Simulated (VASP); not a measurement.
Runs of VASP 6.6.1 on C. The structure is that of space group P6_3/mmc (No. 194), or close to it. The cells are those of the table. 

```csv
task,cell,cutoff (eV),pressure (GPa),relaxed volume (Å³/atom)
single point,"a = 2.458, b = 2.458, c = 8.198 Å, angles 90.0, 90.0, 120.0°, 4 atoms",520,-0.3,-
single point,"a = 2.456, b = 2.456, c = 7.107 Å, angles 90.0, 90.0, 120.0°, 4 atoms",520,0.6,-
relaxation of shape and atoms at fixed volume,"relaxed from a = 2.453, b = 2.453, c = 8.181 Å, angles 90.0, 90.0, 120.0°, 4 atoms",600,-1.3,-
relaxation of shape and atoms at fixed volume,"relaxed from a = 2.466, b = 2.466, c = 8.143 Å, angles 90.0, 90.0, 120.0°, 4 atoms",600,-1.0,-
single point,"a = 2.455, b = 2.455, c = 6.986 Å, angles 90.0, 90.0, 120.0°, 4 atoms",520,1.1,-
relaxation of shape and atoms at fixed volume,"relaxed from a = 2.447, b = 2.447, c = 7.158 Å, angles 90.0, 90.0, 120.0°, 4 atoms",600,-0.4,9.28
single point,"a = 2.458, b = 2.458, c = 8.149 Å, angles 90.0, 90.0, 120.0°, 4 atoms",520,-0.3,-
relaxation of shape and atoms at fixed volume,"relaxed from a = 2.373, b = 2.373, c = 7.476 Å, angles 90.0, 90.0, 120.0°, 4 atoms",600,-0.1,(a)
```

Alike in all rows: level r2SCAN; potentials or basis VASP PAW PBE potentials, release 64 (C); no spin polarisation; k mesh 10 × 10 × 4; smearing gaussian 0.05 eV.

Estimate the missing entries.

(a) 9.11.

Caveats: the PAW data sets were made with another functional, which shifts forces and pressure a little.
